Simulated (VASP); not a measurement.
Input of a VASP 6.6.1 run:

The input INCAR:

```
SYSTEM = C
ALGO = Normal
EDIFF = 1E-7
ENCUT = 520
GGA = PE
ISIF = 2
ISMEAR = 0
IVDW = 12
LASPH = .True.
LCHARG = .False.
LREAL = .False.
LWAVE = .False.
NBANDS = 11
NELM = 60
PREC = Accurate
SIGMA = 0.05
```

KPOINTS

```
k-points
0
Gamma
  15 15 15
  0 0 0
```

POSCAR

```
C
1.0
    1.2530811925      0.7234667638      3.4175230126
   -1.2530811925      0.7234667638      3.4175230126
    0.0000000000     -1.4469335276      3.4175230125
C
2
Direct
    0.1571748731      0.1571748731      0.1571748731
    0.8428251269      0.8428251269      0.8428251269
```

Potentials or basis: VASP PAW PBE potentials, release 64 (C).

Run with:

```sh
$ cat potpaw_PBE.64/C/POTCAR > POTCAR
$ mpirun -np 1 vasp_std > vasp.out
```

**Question.** Estimate the band gap on the k mesh.

**Answer.** 0.90 eV, indirect (least direct gap 0.93 eV).

**Question.** Predict the largest force.

**Answer.** 3.186 eV/Å.

Forces on the atoms (eV/Å):
```
C    0.000  0.000  3.186
C    0.000  0.000 -3.186
```

Caveat: forces of over 1 eV/Å act on the atoms, so gaps and moduli don't describe the material at rest. A k mesh can miss the band edges.
